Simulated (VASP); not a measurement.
ZnS (Wurtzite-2H), 4 atoms in the cell. It takes space group P6_3mc (No. 186, hexagonal). The conventional cell has a = 3.811 Å, b = 3.811 Å, c = 6.234 Å, α = 90.00°, β = 90.00°, γ = 120.00°. Within 3.1 Å of Zn (site symmetry 3m) lie 4 S at 2.31 to 2.40 Å. Within 3.1 Å of S (site symmetry 3m) lie 4 Zn at 2.31 to 2.40 Å. 

```yaml
Program: VASP 6.6.1
Task: single point
Functional: RPBE
Dispersion: D4
Potentials_or_basis: VASP PAW PBE potentials, release 64 (Zn, S)
Cutoff: 520 eV
k_mesh: 8 × 8 × 5
Occupations: fermi-dirac, width 0.05 eV
Spin: no spin polarisation
Dipole_correction: no
Further_INCAR_settings: ALGO = Normal; EDIFF = 1e-06; NBANDS = 26
```

Potentials or basis: VASP PAW PBE potentials, release 64 (Zn, S).

Command:

```bash
$ cat potpaw_PBE.64/Zn/POTCAR potpaw_PBE.64/S/POTCAR > POTCAR
$ mpirun -np 1 vasp_std > vasp.out
```

Hardware: 1 thread of Intel(R) Xeon(R) 6975P-C (Granite Rapids), on a shared host.

How long does it take, and how much memory?

Wall time 22 s on 1 thread of Intel(R) Xeon(R) 6975P-C (Granite Rapids), on a shared host, peak memory 0.2 GiB. Counts: scf iterations 14, k points 30.
